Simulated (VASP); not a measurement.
Wanted: the native input for a VASP 6.6.1 run.

```
Task                   : single point
Functional             : PBE
Dispersion             : D3(BJ)
Potentials or basis    : VASP PAW PBE potentials, release 64 (Re, P)
Cutoff                 : 520 eV
k mesh                 : 6 × 6 × 2
Occupations            : gaussian, width 0.1 eV
Spin                   : no spin polarisation
Dipole correction      : no
Further INCAR settings : ALGO = Normal; EDIFF = 1e-07; NBANDS = 22
```

The structure of Re2P3 lies in POSCAR:

```
Re2P3
1.0
    3.3840000000      0.0000000000      0.0000000000
   -1.6920000000      2.9306299700      0.0000000000
    0.0000000000      0.0000000000      8.2967202100
Re P
2 3
Direct
    0.3333333300      0.6666666700      0.8319985700
    0.6666666700      0.3333333300      0.1680014300
    0.6666666700      0.3333333300      0.6639971500
    0.0000000000      0.0000000000      0.0000000000
    0.3333333300      0.6666666700      0.3360028500
```

These files were run (other wordings do the same):

INCAR

```
ALGO = Normal
EDIFF = 1E-7
ENCUT = 520
GGA = PE
ISIF = 2
ISMEAR = 0
IVDW = 12
LASPH = T
LCHARG = T
LELF = T
LREAL = F
LVHAR = T
LWAVE = F
NBANDS = 22
NELM = 100
PREC = Accurate
SIGMA = 0.1
```

KPOINTS

```
k-points
0
Gamma
  6 6 2
```

Potentials or basis: VASP PAW PBE potentials, release 64 (Re, P).

Command:

```sh
$ cat potpaw_PBE.64/Re/POTCAR potpaw_PBE.64/P/POTCAR > POTCAR
$ mpirun -np 1 vasp_std > vasp.out
```

It gave:

```yaml
Pressure: 2.6 GPa
Largest_force: 1.048 eV/Å
Band_gap_on_the_k_mesh: zero (an odd number of electrons rules out a gap without spin polarisation)
Dispersion_energy_per_atom: -0.492 eV
```

Caveat: the k points lie up to 0.38 Å⁻¹ apart, too coarse for converged energies and pressures of a metal; spin-orbit coupling is left out, which moves the levels of the heavy elements; forces of over 1 eV/Å act on the atoms, so gaps and moduli don't describe the material at rest.

Wall time 22 s on 1 thread of Intel(R) Xeon(R) 6975P-C (Granite Rapids), on a shared host, peak memory 0.22 GiB.
